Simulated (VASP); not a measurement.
# NaCl (F-43m) in VASP: further runs

NaCl is run at these levels: PBEsol, HSE06; tasks: single point.

All numbers are computed with VASP 6.6.1; they aren't measurements. Logs are shortened: lines on timing, memory, paths and dates and some standing lists are left out, and cuts for length are marked.

## (1) The cell of the first run

The structure is cubic, space group F-43m (No. 216). Conventional cell: a = 6.175 Å, b = 6.175 Å, c = 6.175 Å, α = 90.00°, β = 90.00°, γ = 90.00°. Na (site symmetry -43m) has 4 Cl at 2.67 Å within 3.5 Å. Cl (site symmetry -43m) has 4 Na at 2.67 Å within 3.5 Å.

## (2) Single point, PBEsol

The input, INCAR:

```
  PREC = Accurate
  ENCUT = 520
  EDIFF = 1E-6
  ISMEAR = 0
  SIGMA = 0.01
  LREAL = False
  LASPH = True
  NELM = 100
  ALGO = Normal
  ISIF = 2
  LWAVE = False
  LCHARG = True
  GGA = PS
  LELF = True
  LVHAR = True
  NBANDS = 14
```

The input, KPOINTS:

```
Automatic mesh
0
Gamma
  6 6 6
```

The input, POSCAR:

```
NaCl
1.0
    0.0000000000      3.0872727782      3.0872727782
    3.0872727782      0.0000000000      3.0872727782
    3.0872727782      3.0872727782      0.0000000000
Na Cl
1 1
Direct
    0.0000000000      0.0000000000      0.0000000000
    0.2500000000      0.2500000000      0.2500000000
```

Potentials or basis: VASP PAW PBE potentials, release 64 (Na_pv, Cl).

Launch:

```console
$ cat potpaw_PBE.64/Na_pv/POTCAR potpaw_PBE.64/Cl/POTCAR > POTCAR
$ mpirun -np 1 vasp_std > vasp.out
```

OUTCAR:

```text
PREC = Accurate
   ENCUT = 520
   EDIFF = 1E-6
   ISMEAR = 0
   LREAL = False
   LASPH = True
   NELM = 100
   ISIF = 2
   GGA = PS

 ion  position               nearest neighbor table
   1  0.000  0.000  0.000-   2 2.67   2 2.67   2 2.67   2 2.67
   2  0.250  0.250  0.250-   1 2.67   1 2.67   1 2.67   1 2.67

  LATTYP: Found a face centered cubic cell.
 ALAT       =     6.1745455564

  Lattice vectors:

 A1 = (   0.0000000000,   3.0872727782,   3.0872727782)
 A2 = (   3.0872727782,   0.0000000000,   3.0872727782)
 A3 = (   3.0872727782,   3.0872727782,   0.0000000000)

Analysis of symmetry for initial positions (statically):
=====================================================================
 Subroutine PRICEL returns:
 Original cell was already a primitive cell.

 Routine SETGRP: Setting up the symmetry group for a
 face centered cubic supercell.

 Subroutine GETGRP returns: Found 24 space group operations
 (whereof 24 operations were pure point group operations)
 out of a pool of 48 trial point group operations.

The static configuration has the point symmetry T_d .

Analysis of symmetry for dynamics (positions and initial velocities):
=====================================================================
 Subroutine PRICEL returns:
 Original cell was already a primitive cell.

 Routine SETGRP: Setting up the symmetry group for a
 face centered cubic supercell.

 Subroutine GETGRP returns: Found 24 space group operations
 (whereof 24 operations were pure point group operations)
 out of a pool of 48 trial point group operations.

The dynamic configuration has the point symmetry T_d .

 Subroutine INISYM returns: Found 24 space group operations
 (whereof 24 operations are pure point group operations),
 and found     1 'primitive' translations

----------------------------------------------------------------------------------------

                                     Primitive cell

  volume of cell :      58.8512

  direct lattice vectors                    reciprocal lattice vectors
     0.000000000  3.087272778  3.087272778    -0.161955239  0.161955239  0.161955239
     3.087272778  0.000000000  3.087272778     0.161955239 -0.161955239  0.161955239
     3.087272778  3.087272778  0.000000000     0.161955239  0.161955239 -0.161955239

  length of vectors
     4.366063034  4.366063034  4.366063034     0.280514702  0.280514702  0.280514702

  position of ions in fractional coordinates (direct lattice)
     0.000000000  0.000000000  0.000000000
     0.250000000  0.250000000  0.250000000

  ion indices of the primitive-cell ions
   primitive index   ion index
                 1           1
                 2           2

----------------------------------------------------------------------------------------

 KPOINTS: Automatic mesh

Automatic generation of k-mesh.
 Grid dimensions read from file:
 generate k-points for:    6    6    6

 Generating k-lattice:

  Cartesian coordinates                     Fractional coordinates (reciprocal lattice)
    -0.026992540  0.026992540  0.026992540     0.166666667  0.000000000  0.000000000
     0.026992540 -0.026992540  0.026992540     0.000000000  0.166666667  0.000000000
     0.026992540  0.026992540 -0.026992540     0.000000000  0.000000000  0.166666667

  Length of vectors
     0.046752450  0.046752450  0.046752450

  Shift w.r.t. Gamma in fractional coordinates (k-lattice)
     0.000000000  0.000000000  0.000000000

 Subroutine IBZKPT returns following result:
 ===========================================

 Found     16 irreducible k-points:

 Following reciprocal coordinates:
            Coordinates               Weight
  0.000000  0.000000  0.000000      1.000000
  0.166667  0.000000  0.000000      8.000000
  0.333333  0.000000  0.000000      8.000000
  0.500000  0.000000  0.000000      4.000000
  0.166667  0.166667  0.000000      6.000000
  0.333333  0.166667  0.000000     24.000000
[... 8 lines left out ...]
 -0.333333  0.333333  0.166667     24.000000
 -0.333333  0.500000  0.166667     12.000000
   k-points           NKPTS =     16   k-points in BZ     NKDIM =     16   number of bands    NBANDS=     14
   number of dos      NEDOS =    301   number of ions     NIONS =      2
   total plane-waves  NPLWV =  32768
   dimension x,y,z NGX =    32 NGY =   32 NGZ =   32
   dimension x,y,z NGXF=    64 NGYF=   64 NGZF=   64
   ions per type =               1   1
   NGX,Y,Z   is equivalent  to a cutoff of  12.18, 12.18, 12.18 a.u.
   NGXF,Y,Z  is equivalent  to a cutoff of  24.37, 24.37, 24.37 a.u.
 SYSTEM =  unknown system
   PREC   = accura    normal or accurate (medium, high low for compatibility)
   ISTART =      0    job   : 0-new  1-cont  2-samecut
   ICHARG =      2    charge: 1-file 2-atom 10-const
   ISPIN  =      1    spin polarized calculation?
   LNONCOLLINEAR =      F non collinear calculations
   LSORBIT =      F    spin-orbit coupling
   LASPH  =      T    aspherical Exc in radial PAW
   ENCUT  =  520.0 eV  38.22 Ry    6.18 a.u.   8.12  8.12  8.12*2*pi/ulx,y,z
   NELM   =    100;   NELMIN=  2; NELMDL= -5     # of ELM steps
   EDIFF  = 0.1E-05   stopping-criterion for ELM
   LREAL  =      F    real-space projection
   EDIFFG = 0.1E-04   stopping-criterion for IOM
   NSW    =      0    number of steps for IOM
   IBRION =     -1    ionic relax: 0-MD 1-quasi-New 2-CG
   NFREE  =      0    steps in history (QN), initial steepest desc. (CG)
   ISIF   =      2    stress and relaxation
   ISYM   =      2    0-nonsym 1-usesym 2-fastsym
   POTIM  = 0.5000    time-step for ionic-motion
   TEBEG  =    0.0;   TEEND  =   0.0 temperature during run
   PSTRESS=    0.0 pullay stress
   NELECT =      14.0000    total number of electrons
   NUPDOWN=      -1.0000    fix difference up-down
   EMIN   =  10.00;   EMAX   =-10.00  energy-range for DOS
   EFERMI =   0.00;   METHOD = LEGACY
   ISMEAR =     0;   SIGMA  =   0.01  broadening in eV -4-tet -1-fermi 0-gaus
   EFERMI_NEDOS =   21; number of points for ismear=-14 and -15
   IALGO  =     38    algorithm
   IMIX   =      4    mixing-type and parameters
     AMIX     =   0.40;   BMIX     =  1.00
     AMIX_MAG =   1.60;   BMIX_MAG =  1.00
  volume/ion in A,a.u.               =      29.43       198.57
  Fermi-wavevector in a.u.,A,eV,Ry     =   1.014376  1.916894 13.999846  1.028960
  Thomas-Fermi vector in A             =   2.147600
   LORBIT       =      0    0 simple, 1 ext, 2 COOP (PROOUT), +10 PAW based schemes
   GGA     = PS    functional components
   LHFCALC =     F    Hartree Fock is set to
   AEXX    =    0.0000 exact exchange contribution
   IVDW    =     0    specifies the selected vdW correction
   LEPSILON=     F    determine dielectric tensor
   LRPA    =     F    only Hartree local field effects (RPA)
 non-spin polarized calculation
 Gauss-broadening in eV      SIGMA  =   0.01
  energy-cutoff  :      520.00
  volume of cell :       58.85
 maximum number of plane-waves:      1600
   NGX = 17   NGY = 17   NGZ = 17

 number of electron      13.9999997 magnetization

 Free energy of the ion-electron system (eV)
  ---------------------------------------------------
  ext. energy  EPLUGINS =         0.00000000
  ---------------------------------------------------
  free energy    TOTEN  =        -6.80362470 eV

  energy without entropy =       -6.80362470  energy(sigma->0) =       -6.80362470

 E-fermi :  -2.2972     XC(G=0):  -6.9679

 val. band max:       -2.4383664573   @ k =   0.0000   0.0000   0.0000
 cond. band min:       2.4005572632   @ k =   0.0000   0.0000   0.0000
 fundamental gap:      4.8389237206
 Fermi energy:        -2.2972163445

 k-point     1 :       0.0000    0.0000    0.0000
  band No.  band energies     occupation
      1     -22.9033      2.00000
      2     -22.9033      2.00000
      3     -22.9033      2.00000
      4     -14.5281      2.00000
      5      -2.4384      2.00000
      6      -2.4384      2.00000
      7      -2.4384      2.00000
      8       2.4006      0.00000
      9       8.7155      0.00000
     10       8.7155      0.00000
     11       8.7155      0.00000
     12      10.5189      0.00000
     13      10.5189      0.00000
     14      12.9250      0.00000

 k-point     2 :       0.1667    0.0000    0.0000
  band No.  band energies     occupation
      1     -22.9070      2.00000
      2     -22.9037      2.00000
      3     -22.9037      2.00000
      4     -14.4915      2.00000
      5      -2.7657      2.00000
      6      -2.4626      2.00000
      7      -2.4626      2.00000
      8       3.0142      0.00000
      9       8.0773      0.00000
     10       8.8289      0.00000
     11       8.8289      0.00000
     12      10.0713      0.00000
     13      10.0713      0.00000
     14      11.8996      0.00000

 k-point     3 :       0.3333    0.0000    0.0000
  band No.  band energies     occupation
      1     -22.9145      2.00000
      2     -22.9045      2.00000
      3     -22.9045      2.00000
      4     -14.4171      2.00000
      5      -3.2934      2.00000
      6      -2.5099      2.00000
      7      -2.5099      2.00000
      8       4.2560      0.00000
      9       7.0278      0.00000
     10       8.4117      0.00000
     11       8.4117      0.00000
     12      10.9067      0.00000
     13      10.9067      0.00000
     14      11.3752      0.00000

 k-point     4 :       0.5000    0.0000    0.0000
  band No.  band energies     occupation
      1     -22.9181      2.00000
      2     -22.9049      2.00000
      3     -22.9049      2.00000
      4     -14.3793      2.00000
      5      -3.5176      2.00000
      6      -2.5329      2.00000
      7      -2.5329      2.00000
      8       5.0509      0.00000
      9       6.3793      0.00000
     10       8.1509      0.00000
     11       8.1510      0.00000
     12      11.8160      0.00000
     13      12.4157      0.00000
     14      12.4157      0.00000

 k-point     5 :       0.1667    0.1667    0.0000
  band No.  band energies     occupation
      1     -22.9074      2.00000
      2     -22.9043      2.00000
      3     -22.9043      2.00000
      4     -14.4794      2.00000
      5      -2.7700      2.00000
      6      -2.5183      2.00000
      7      -2.5183      2.00000
      8       3.1982      0.00000
      9       7.9596      0.00000
     10       8.7511      0.00000
     11       9.0108      0.00000
[... 140 lines left out ...]
 k-point    14 :       0.5000    0.3333    0.1667
  band No.  band energies     occupation
      1     -22.9160      2.00000
      2     -22.9076      2.00000
      3     -22.9058      2.00000
      4     -14.3683      2.00000
      5      -3.2547      2.00000
      6      -2.8302      2.00000
      7      -2.6266      2.00000
      8       4.9945      0.00000
      9       6.8645      0.00000
     10       7.2514      0.00000
     11       9.0624      0.00000
     12      10.2915      0.00000
     13      12.2414      0.00000
     14      12.9416      0.00000

 k-point    15 :      -0.3333    0.3333    0.1667
  band No.  band energies     occupation
      1     -22.9173      2.00000
      2     -22.9088      2.00000
      3     -22.9064      2.00000
      4     -14.3435      2.00000
      5      -3.2540      2.00000
      6      -2.9688      2.00000
      7      -2.6809      2.00000
      8       5.5364      0.00000
      9       6.4139      0.00000
     10       7.5109      0.00000
     11       8.7478      0.00000
     12      10.7804      0.00000
     13      11.7759      0.00000
     14      12.8839      0.00000

 k-point    16 :      -0.3333    0.5000    0.1667
  band No.  band energies     occupation
      1     -22.9181      2.00000
      2     -22.9086      2.00000
      3     -22.9073      2.00000
      4     -14.3315      2.00000
      5      -3.2672      2.00000
      6      -2.9271      2.00000
      7      -2.7798      2.00000
      8       5.0453      0.00000
      9       6.8661      0.00000
     10       7.7858      0.00000
     11       8.6421      0.00000
     12      11.1623      0.00000
     13      12.3936      0.00000
     14      12.7381      0.00000

------------------------ aborting loop because EDIFF is reached ----------------------------------------

  FORCE on cell =-STRESS in cart. coord.  units (eV):
  Direction    XX          YY          ZZ          XY          YZ          ZX
  --------------------------------------------------------------------------------------
  -------------------------------------------------------------------------------------
  Total        0.0227571      0.0227571      0.0227571      0.0000000      0.0000000      0.0000000
  in kB        0.6195432      0.6195432      0.6195432      0.0000000      0.0000000      0.0000000
  external PRESSURE =       0.6195432 kB  Pullay stress =       0.0000000 kB

 VOLUME and BASIS-vectors are now :
 -----------------------------------------------------------------------------
  energy-cutoff  :      520.00
  volume of cell :       58.85
      direct lattice vectors                 reciprocal lattice vectors
     0.000000000  3.087272778  3.087272778    -0.161955239  0.161955239  0.161955239
     3.087272778  0.000000000  3.087272778     0.161955239 -0.161955239  0.161955239
     3.087272778  3.087272778  0.000000000     0.161955239  0.161955239 -0.161955239

 POSITION                                       TOTAL-FORCE (eV/Angst)
 -----------------------------------------------------------------------------------
      0.00000      0.00000      0.00000         0.000000      0.000000      0.000000
      1.54364      1.54364      1.54364        -0.000000     -0.000000     -0.000000
 -----------------------------------------------------------------------------------
    total drift:                               -0.000001     -0.000001     -0.000000

  FREE ENERGIE OF THE ION-ELECTRON SYSTEM (eV)
  ---------------------------------------------------
  free  energy   TOTEN  =        -6.8036246994 eV

  energy  without entropy=       -6.8036246994  energy(sigma->0) =       -6.80362470
```

Wall time 18 s (1 thread of Oxide Virtual Turin-like, shared host); peak memory 0.13 GiB.

Results:

- Free energy: -6.8036 eV
- Pressure: 0.1 GPa
- Band gap on the k mesh: 4.84 eV

Levels at points of the mesh, in eV from the valence-band top:
| k point | band 3 | band 4 | band 5 | band 6 | band 7 | band 8 | band 9 | band 10 | band 11 | band 12 |
| --- | --- | --- | --- | --- | --- | --- | --- | --- | --- | --- |
| (0.00, 0.00, 0.00) | -20.46 | -12.09 | 0.00 | 0.00 | 0.00 | 4.84 | 11.15 | 11.15 | 11.15 | 12.96 |
| (0.50, 0.00, 0.00) | -20.47 | -11.94 | -1.08 | -0.09 | -0.09 | 7.49 | 8.82 | 10.59 | 10.59 | 14.25 |
| (0.50, 0.50, 0.00) | -20.47 | -11.89 | -0.98 | -0.31 | -0.31 | 6.93 | 8.98 | 10.56 | 13.09 | 13.09 |

Caveat: the structure was generated, so it needn't be the stable form of NaCl; the PAW data sets were made with another functional, which shifts forces and pressure a little.

## (3) Single point, HSE06

POSCAR is that of step 2.

The input, INCAR.step1:

```
ALGO = Normal
EDIFF = 1E-5
ENCUT = 520
GGA = PE
ISIF = 2
ISMEAR = 0
LASPH = T
LCHARG = F
LREAL = F
LWAVE = T
NBANDS = 14
NELM = 100
PREC = Accurate
SIGMA = 0.01
```

The input, INCAR.step2:

```
ALGO = Normal
EDIFF = 1E-6
ENCUT = 520
GGA = PE
HFSCREEN = 0.2079
ISIF = 2
ISMEAR = 0
ISTART = 1
LASPH = T
LCHARG = F
LHFCALC = T
LREAL = F
LWAVE = F
NBANDS = 14
NELM = 100
PREC = Accurate
PRECFOCK = Normal
SIGMA = 0.01
```

The input, KPOINTS:

```
k-points
0
Gamma
  4 4 4
```

Potentials or basis: VASP PAW PBE potentials, release 64 (Na_pv, Cl).

Launch:

```console
$ cat potpaw_PBE.64/Na_pv/POTCAR potpaw_PBE.64/Cl/POTCAR > POTCAR
$ cp INCAR.step1 INCAR
$ mpirun -np 1 vasp_std > vasp.out
$ cp INCAR.step2 INCAR
$ mpirun -np 1 vasp_std > vasp.out
```

Wall time 5.9 min (1 thread of Oxide Virtual Turin-like, shared host); peak memory 0.24 GiB.

Results (log left out):

* Free energy: -7.7259 eV
* Pressure: 0.4 GPa
* Band gap on the k mesh: 6.24 eV

Levels at points of the mesh, in eV from the valence-band top:
| k point | band 3 | band 4 | band 5 | band 6 | band 7 | band 8 | band 9 | band 10 | band 11 | band 12 |
| --- | --- | --- | --- | --- | --- | --- | --- | --- | --- | --- |
| (0.00, 0.00, 0.00) | -22.64 | -13.26 | 0.00 | 0.00 | 0.00 | 6.24 | 12.74 | 12.74 | 12.74 | 14.60 |
| (0.50, 0.00, 0.00) | -22.64 | -13.11 | -1.11 | -0.10 | -0.10 | 8.96 | 10.28 | 12.11 | 12.11 | 15.80 |
| (0.50, 0.50, 0.00) | -22.64 | -13.06 | -1.01 | -0.32 | -0.32 | 8.30 | 10.46 | 12.17 | 14.71 | 14.71 |

Caveat: the k points lie up to 0.44 Å⁻¹ apart; the structure was generated, so it needn't be the stable form of NaCl; the PAW data sets were made with another functional, which shifts forces and pressure a little.
